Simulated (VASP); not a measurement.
A run of VASP 6.6.1:

Contents of INCAR:

```
PREC = Accurate ; ENCUT = 520
EDIFF = 1E-6 ; ISMEAR = 0
SIGMA = 0.05 ; LREAL = F
LASPH = T ; NELM = 100
ALGO = Normal ; ISIF = 2
LWAVE = F ; LCHARG = F
GGA = PE ; NBANDS = 16
```

KPOINTS

```
regular mesh
0
Gamma
  12 12 6
```

File POSCAR:

```
Si
1.0
    3.9946794941      0.0000000000      0.0000000000
   -1.9973397471      3.4594939219      0.0000000000
    0.0000000000      0.0000000000      5.9153213949
Si
4
Direct
    0.3333333333      0.6666666667      0.0582185610
    0.6666666667      0.3333333333      0.5582185610
    0.3333333333      0.6666666667      0.4417814390
    0.6666666667      0.3333333333      0.9417814390
```

Potentials or basis: VASP PAW PBE potentials, release 64 (Si).

Run with:

```bash
$ cat potpaw_PBE.64/Si/POTCAR > POTCAR
$ mpirun -np 1 vasp_std > vasp.out
```

Hardware: 1 thread of Intel Xeon 8259CL, on a shared host.

How long does it take, and how much memory?

Wall time 2.2 min on 1 thread of Intel Xeon 8259CL, on a shared host, peak memory 0.23 GiB. Counts: scf iterations 14, k points 76.
